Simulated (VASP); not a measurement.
# ZnS (I-4m2) in VASP: further runs

The runs below take ZnS through single point, with PBEsol.

All numbers are computed with VASP 6.6.1; they aren't measurements. Logs are shortened: lines on timing, memory, paths and dates and some standing lists are left out, and cuts for length are marked.

## Step 1: The cell of the first run

It takes space group I-4m2 (No. 119, tetragonal). The conventional cell has a = 3.872 Å, b = 3.872 Å, c = 5.263 Å, α = 90.00°, β = 90.00°, γ = 90.00°. Zn (site symmetry -4m2) has 4 S at 2.34 Å within 3.1 Å. Within 3.1 Å of S (site symmetry -4m2) lie 4 Zn at 2.34 Å.

## Step 2: Single point, PBEsol

Contents of INCAR:

```
SYSTEM = ZnS
  PREC = Accurate
  ENCUT = 520
  EDIFF = 1E-7
  ISMEAR = 0
  SIGMA = 0.02
  LREAL = .False.
  LASPH = .True.
  NELM = 100
  ALGO = Normal
  ISIF = 2
  LWAVE = .False.
  LCHARG = .True.
  GGA = PS
  LELF = .True.
  LVHAR = .True.
  NBANDS = 16
```

Contents of KPOINTS:

```
Automatic mesh
0
Gamma
  6 6 6
  0 0 0
```

Contents of POSCAR:

```
ZnS
1.0
    0.0000000000      2.7380266667      2.6313625346
    2.7380266667      0.0000000000      2.6313625346
    2.7380266667      2.7380266667      0.0000000000
Zn S
1 1
Direct
    0.2500000000      0.2500000000      0.2500000000
    0.0000000000      0.0000000000      0.0000000000
```

Potentials or basis: VASP PAW PBE potentials, release 64 (Zn, S).

The run is started by

```
$ cat potpaw_PBE.64/Zn/POTCAR potpaw_PBE.64/S/POTCAR > POTCAR
$ mpirun -np 1 vasp_std > vasp.out
```

OUTCAR:

```text
SYSTEM = ZnS
   PREC = Accurate
   ENCUT = 520
   EDIFF = 1E-7
   ISMEAR = 0
   LREAL = .False.
   LASPH = .True.
   NELM = 100
   ISIF = 2
   GGA = PS

 ion  position               nearest neighbor table
   1  0.250  0.250  0.250-   2 2.34   2 2.34   2 2.34   2 2.34
   2  0.000  0.000  0.000-   1 2.34   1 2.34   1 2.34   1 2.34

  LATTYP: Found a body centered tetragonal cell.
 ALAT       =     3.8721544462
 C/A-ratio  =     1.3591206504

  Lattice vectors:

 A1 = (   0.0000000000,  -2.7380266667,  -2.6313625346)
 A2 = (   0.0000000000,   2.7380266667,  -2.6313625346)
 A3 = (   2.7380266667,   0.0000000000,   2.6313625346)

Analysis of symmetry for initial positions (statically):
=====================================================================
 Subroutine PRICEL returns:
 Original cell was already a primitive cell.

 Routine SETGRP: Setting up the symmetry group for a
 body centered tetragonal supercell.

 Subroutine GETGRP returns: Found  8 space group operations
 (whereof  8 operations were pure point group operations)
 out of a pool of 16 trial point group operations.

The static configuration has the point symmetry D_2d.

Analysis of symmetry for dynamics (positions and initial velocities):
=====================================================================
 Subroutine PRICEL returns:
 Original cell was already a primitive cell.

 Routine SETGRP: Setting up the symmetry group for a
 body centered tetragonal supercell.

 Subroutine GETGRP returns: Found  8 space group operations
 (whereof  8 operations were pure point group operations)
 out of a pool of 16 trial point group operations.

The dynamic configuration has the point symmetry D_2d.

 Subroutine INISYM returns: Found  8 space group operations
 (whereof  8 operations are pure point group operations),
 and found     1 'primitive' translations

----------------------------------------------------------------------------------------

                                     Primitive cell

  volume of cell :      39.4535

  direct lattice vectors                    reciprocal lattice vectors
     0.000000000  2.738026667  2.631362535    -0.182613269  0.182613269  0.190015626
     2.738026667  0.000000000  2.631362535     0.182613269 -0.182613269  0.190015626
     2.738026667  2.738026667  0.000000000     0.182613269  0.182613269 -0.190015626

  length of vectors
     3.797480588  3.797480588  3.872154446     0.320626185  0.320626185  0.320626185

  position of ions in fractional coordinates (direct lattice)
     0.250000000  0.250000000  0.250000000
     0.000000000  0.000000000  0.000000000

  ion indices of the primitive-cell ions
   primitive index   ion index
                 1           1
                 2           2

----------------------------------------------------------------------------------------

 KPOINTS: Automatic mesh

Automatic generation of k-mesh.
 Grid dimensions read from file:
 generate k-points for:    6    6    6

 Generating k-lattice:

  Cartesian coordinates                     Fractional coordinates (reciprocal lattice)
    -0.030435545  0.030435545  0.031669271     0.166666667  0.000000000  0.000000000
     0.030435545 -0.030435545  0.031669271     0.000000000  0.166666667  0.000000000
     0.030435545  0.030435545 -0.031669271     0.000000000  0.000000000  0.166666667

  Length of vectors
     0.053437697  0.053437697  0.053437697

  Shift w.r.t. Gamma in fractional coordinates (k-lattice)
     0.000000000  0.000000000  0.000000000

 Subroutine IBZKPT returns following result:
 ===========================================

 Found     30 irreducible k-points:

 Following reciprocal coordinates:
            Coordinates               Weight
  0.000000  0.000000  0.000000      1.000000
  0.166667  0.000000  0.000000      8.000000
  0.333333  0.000000  0.000000      8.000000
  0.500000  0.000000  0.000000      4.000000
  0.166667  0.166667  0.000000      2.000000
  0.333333  0.166667  0.000000      8.000000
[... 16 lines left out ...]
  0.333333  0.000000  0.333333      4.000000
  0.500000  0.000000  0.333333     16.000000
 [... further k-points ...]
   k-points           NKPTS =     30   k-points in BZ     NKDIM =     30   number of bands    NBANDS=     16
   number of dos      NEDOS =    301   number of ions     NIONS =      2
   total plane-waves  NPLWV =  23520
   dimension x,y,z NGX =    28 NGY =   28 NGZ =   30
   dimension x,y,z NGXF=    56 NGYF=   56 NGZF=   60
   ions per type =               1   1
   NGX,Y,Z   is equivalent  to a cutoff of  12.26, 12.26, 12.88 a.u.
   NGXF,Y,Z  is equivalent  to a cutoff of  24.52, 24.52, 25.76 a.u.
 SYSTEM =  ZnS
   PREC   = accura    normal or accurate (medium, high low for compatibility)
   ISTART =      0    job   : 0-new  1-cont  2-samecut
   ICHARG =      2    charge: 1-file 2-atom 10-const
   ISPIN  =      1    spin polarized calculation?
   LNONCOLLINEAR =      F non collinear calculations
   LSORBIT =      F    spin-orbit coupling
   LASPH  =      T    aspherical Exc in radial PAW
   ENCUT  =  520.0 eV  38.22 Ry    6.18 a.u.   7.06  7.06  7.20*2*pi/ulx,y,z
   NELM   =    100;   NELMIN=  2; NELMDL= -5     # of ELM steps
   EDIFF  = 0.1E-06   stopping-criterion for ELM
   LREAL  =      F    real-space projection
   EDIFFG = 0.1E-05   stopping-criterion for IOM
   NSW    =      0    number of steps for IOM
   IBRION =     -1    ionic relax: 0-MD 1-quasi-New 2-CG
   NFREE  =      0    steps in history (QN), initial steepest desc. (CG)
   ISIF   =      2    stress and relaxation
   ISYM   =      2    0-nonsym 1-usesym 2-fastsym
   POTIM  = 0.5000    time-step for ionic-motion
   TEBEG  =    0.0;   TEEND  =   0.0 temperature during run
   PSTRESS=    0.0 pullay stress
   NELECT =      18.0000    total number of electrons
   NUPDOWN=      -1.0000    fix difference up-down
   EMIN   =  10.00;   EMAX   =-10.00  energy-range for DOS
   EFERMI =   0.00;   METHOD = LEGACY
   ISMEAR =     0;   SIGMA  =   0.02  broadening in eV -4-tet -1-fermi 0-gaus
   EFERMI_NEDOS =   21; number of points for ismear=-14 and -15
   IALGO  =     38    algorithm
   IMIX   =      4    mixing-type and parameters
     AMIX     =   0.40;   BMIX     =  1.00
     AMIX_MAG =   1.60;   BMIX_MAG =  1.00
  volume/ion in A,a.u.               =      19.73       133.12
  Fermi-wavevector in a.u.,A,eV,Ry     =   1.260290  2.381602 21.610537  1.588330
  Thomas-Fermi vector in A             =   2.393807
   LORBIT       =      0    0 simple, 1 ext, 2 COOP (PROOUT), +10 PAW based schemes
   GGA     = PS    functional components
   LHFCALC =     F    Hartree Fock is set to
   AEXX    =    0.0000 exact exchange contribution
   IVDW    =     0    specifies the selected vdW correction
   LEPSILON=     F    determine dielectric tensor
   LRPA    =     F    only Hartree local field effects (RPA)
 non-spin polarized calculation
 Gauss-broadening in eV      SIGMA  =   0.02
  energy-cutoff  :      520.00
  volume of cell :       39.45
 maximum number of plane-waves:      1078
   NGX = 15   NGY = 15   NGZ = 15

 number of electron      18.0000015 magnetization

 Free energy of the ion-electron system (eV)
  ---------------------------------------------------
  ext. energy  EPLUGINS =         0.00000000
  ---------------------------------------------------
  free energy    TOTEN  =        -7.57503545 eV

  energy without entropy =       -7.57503545  energy(sigma->0) =       -7.57503545

 E-fermi :   2.2124     XC(G=0):  -9.8502

 val. band max:        2.0998303688   @ k =   0.0000   0.0000   0.0000
 cond. band min:       3.9861616808   @ k =   0.0000   0.0000   0.0000
 fundamental gap:      1.8863313119
 Fermi energy:         2.2124388797

 k-point     1 :       0.0000    0.0000    0.0000
  band No.  band energies     occupation
      1     -11.1360      2.00000
      2      -4.3627      2.00000
      3      -4.3627      2.00000
      4      -4.3407      2.00000
      5      -3.8653      2.00000
      6      -3.8529      2.00000
[... 8 lines left out ...]
     15      13.6225      0.00000
     16      14.0677      0.00000

 k-point     2 :       0.1667    0.0000    0.0000
  band No.  band energies     occupation
      1     -10.9299      2.00000
      2      -4.3543      2.00000
      3      -4.3292      2.00000
      4      -4.3086      2.00000
      5      -3.8649      2.00000
      6      -3.8571      2.00000
[... 8 lines left out ...]
     15      13.0717      0.00000
     16      14.5509      0.00000

 k-point     3 :       0.3333    0.0000    0.0000
  band No.  band energies     occupation
      1     -10.4613      2.00000
      2      -4.2755      2.00000
      3      -4.2525      2.00000
      4      -4.1990      2.00000
      5      -3.8494      2.00000
      6      -3.8442      2.00000
[... 8 lines left out ...]
     15      13.5601      0.00000
     16      13.8396      0.00000

 k-point     4 :       0.5000    0.0000    0.0000
  band No.  band energies     occupation
      1     -10.1890      2.00000
      2      -4.2576      2.00000
      3      -4.2257      2.00000
      4      -3.8406      2.00000
      5      -3.8211      2.00000
      6      -3.6585      2.00000
[... 8 lines left out ...]
     15      15.2223      0.00000
     16      15.5672      0.00000
[... 324 lines left out ...]
 k-point    22 :      -0.3333    0.5000    0.1667
  band No.  band energies     occupation
      1      -9.8399      2.00000
      2      -4.2673      2.00000
      3      -4.0715      2.00000
      4      -3.9918      2.00000
      5      -3.8299      2.00000
      6      -3.4769      2.00000
[... 8 lines left out ...]
     15      15.9604      0.00000
     16      16.7748      0.00000

 k-point    23 :       0.3333    0.0000    0.3333
  band No.  band energies     occupation
      1     -10.2530      2.00000
      2      -4.4181      2.00000
      3      -4.1358      2.00000
      4      -4.0950      2.00000
      5      -3.8828      2.00000
      6      -3.8020      2.00000
[... 8 lines left out ...]
     15      15.0852      0.00000
     16      18.6596      0.00000

 k-point    24 :       0.5000    0.0000    0.3333
  band No.  band energies     occupation
      1      -9.9774      2.00000
      2      -4.3338      2.00000
      3      -4.0745      2.00000
      4      -4.0214      2.00000
      5      -3.8087      2.00000
      6      -3.6921      2.00000
[... 8 lines left out ...]
     15      15.5774      0.00000
     16      16.8808      0.00000

 [... further k-points ...]
[... 5 lines left out ...]
  --------------------------------------------------------------------------------------
  -------------------------------------------------------------------------------------
  Total       -0.5713368     -0.5713368     -0.1805431      0.0000000      0.0000000     -0.0000000
  in kB      -23.2015348    -23.2015348     -7.3317144      0.0000000      0.0000000     -0.0000000
  external PRESSURE =     -17.9115947 kB  Pullay stress =       0.0000000 kB

 VOLUME and BASIS-vectors are now :
 -----------------------------------------------------------------------------
  energy-cutoff  :      520.00
  volume of cell :       39.45
      direct lattice vectors                 reciprocal lattice vectors
     0.000000000  2.738026667  2.631362535    -0.182613269  0.182613269  0.190015626
     2.738026667  0.000000000  2.631362535     0.182613269 -0.182613269  0.190015626
     2.738026667  2.738026667  0.000000000     0.182613269  0.182613269 -0.190015626

 POSITION                                       TOTAL-FORCE (eV/Angst)
 -----------------------------------------------------------------------------------
      1.36901      1.36901      1.31568        -0.000000     -0.000000      0.000000
      0.00000      0.00000      0.00000         0.000000      0.000000     -0.000000
 -----------------------------------------------------------------------------------
    total drift:                               -0.000003     -0.000003     -0.000003

  FREE ENERGIE OF THE ION-ELECTRON SYSTEM (eV)
  ---------------------------------------------------
  free  energy   TOTEN  =        -7.5750354529 eV

  energy  without entropy=       -7.5750354529  energy(sigma->0) =       -7.57503545
```

Wall time 21 s (1 thread of Intel Xeon 6975P-C, shared host); peak memory 0.16 GiB.

Results:

```yaml
Free_energy: -7.5750 eV
Pressure: -1.8 GPa
Band_gap_on_the_k_mesh: 1.89 eV, direct
```

Levels at points of the mesh, in eV from the valence-band top:
```
           k point  band 6  band 7  band 8  band 9  band 10  band 11  band 12  band 13
(0.00, 0.00, 0.00)   -5.95   -0.13   -0.13    0.00     1.89     6.23     6.23     6.24
(0.50, 0.00, 0.00)   -5.76   -5.44   -1.07   -0.85     3.09     6.58     6.95     8.62
(0.50, 0.50, 0.00)   -5.70   -4.53   -2.47   -2.47     3.03     3.62    11.03    11.74
(0.50, 0.00, 0.50)   -5.77   -4.77   -2.30   -2.22     3.22     4.02    10.58    11.59
```

Caveat: the PAW data sets were made with another functional, which shifts forces and pressure a little. As with any semilocal functional, this PBEsol gap is likely too small.

(Part 1 of 2 ends here.)
